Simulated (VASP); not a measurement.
Write the native input for VASP 6.6.1 that does the following.

| Property | Result |
| --- | --- |
| Task | single point |
| Functional | PBE |
| Potentials or basis | VASP PAW PBE potentials, release 64 (Pt) |
| Cutoff | 520 eV |
| k mesh | 19 × 19 × 19 |
| Occupations | methfessel-paxton, width 0.05 eV |
| Spin | no spin polarisation |
| Dipole correction | no |
| Further INCAR settings | ALGO = Normal; EDIFF = 1e-06; NBANDS = 11 |

The structure of Pt lies in POSCAR:

```
Pt
1.0
    1.5819837918      1.5819837918      1.5819837918
   -1.5819837918      1.5819837918      1.5819837918
   -1.5819837918     -1.5819837918      1.5819837918
Pt
1
Direct
    0.0000000000      0.0000000000      0.0000000000
```

The input as run:

INCAR

```
PREC = Accurate ; ENCUT = 520
EDIFF = 1E-6 ; ISMEAR = 1
SIGMA = 0.05 ; LREAL = F
LASPH = T ; NELM = 100
ALGO = Normal ; ISIF = 2
LWAVE = F ; LCHARG = F
GGA = PE ; NBANDS = 11
```

KPOINTS

```
regular mesh
0
Gamma
  19 19 19
```

Potentials or basis: VASP PAW PBE potentials, release 64 (Pt).

Run with:

```console
$ cat potpaw_PBE.64/Pt/POTCAR > POTCAR
$ mpirun -np 1 vasp_std > vasp.out
```

It gave:

* Pressure: -0.4 GPa
* Band gap on the k mesh: zero (band 5 reaches 11.10 eV, above the bottom of band 6 at 9.05 eV)

Caveat: spin-orbit coupling is left out, which moves the levels of the heavy elements.

Run time: 48 s on 1 thread of AMD EPYC 7571, on a shared host, peak memory 0.12 GiB.
